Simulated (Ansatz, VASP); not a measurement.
# One calculation of ZrS2, two programs

```
S Zr
1.0
     3.63357    0.00000    0.00000
    -1.81679    3.14677    0.00000
     0.00000    0.00000   29.60000
S Zr
2 1
Direct
  0.33333 0.66667 0.23656
  0.66667 0.33333 0.33439
  0.00000 0.00000 0.28547
```

Alike in both runs: functional PBEsol; k mesh 12 × 12 × 1; occupations gaussian, width 0.03 eV; no spin polarisation.

Ansatz relaxed the structure, and its values are those at the end. VASP's run is a single point on that final structure, the one shown.

|  | VASP | Ansatz |
| --- | --- | --- |
| version | VASP 6.6.1 | Ansatz 0.2.0 |
| potentials or method | VASP PAW PBE potentials, release 64 (S, Zr_sv), cutoff 400 eV | scalar-relativistic, plane waves, PAW |
| valence electrons in the cell | 24 | 24 |

Ansatz gave:

| Item | Value |
| --- | --- |
| gap on the k mesh at the Fermi level (eV) | 1.04 |
| least direct gap on the mesh (eV) | 1.62 |
| rms of the force components (eV/Å) | 0.000 |

Question: Estimate VASP's values.

Answer: gap on the k mesh at the Fermi level (eV): 1.04; least direct gap on the mesh (eV): 1.63; rms of the force components (eV/Å): 0.009.

VASP's potentials were made for PBE, not for PBEsol, and Ansatz warns of the same on its side. Ansatz's warnings: slab cell height set, structure snapped to symmetry.
